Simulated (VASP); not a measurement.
A run of VASP 6.6.1:

The input INCAR:

```
SYSTEM = NbAl2
PREC = Accurate
ENCUT = 520
EDIFF = 1E-6
ISMEAR = 0
SIGMA = 0.1
LREAL = .FALSE.
LASPH = .TRUE.
NELM = 80
ALGO = Fast
ISIF = 2
LWAVE = .FALSE.
LCHARG = .TRUE.
GGA = PE
LELF = .TRUE.
LVHAR = .TRUE.
NBANDS = 16
```

File KPOINTS:

```
Automatic mesh
0
G
  20 20 20
  0 0 0
```

File POSCAR:

```
NbAl2
1.0
   -1.5639104285      1.5639104285      5.0692859134
    1.5639104285     -1.5639104285      5.0692859134
    1.5639104285      1.5639104285     -5.0692859134
Al Nb
2 1
Direct
    0.3279662390      0.3279662390      0.0000000000
    0.6720337610      0.6720337610      0.0000000000
    0.0000000000      0.0000000000      0.0000000000
```

Potentials or basis: VASP PAW PBE potentials, release 64 (Al, Nb_sv).

The run is started by

```sh
$ cat potpaw_PBE.64/Al/POTCAR potpaw_PBE.64/Nb_sv/POTCAR > POTCAR
$ mpirun -np 1 vasp_std > vasp.out
```

Hardware: 1 thread of AMD EPYC 9R45 96-Core Processor (Zen 5), on a shared host.

Question: Estimate the wall time of this run.

Answer: Wall time 22 min on 1 thread of AMD EPYC 9R45 96-Core Processor (Zen 5), on a shared host, peak memory 0.62 GiB. Counts: scf iterations 20, k points 641.
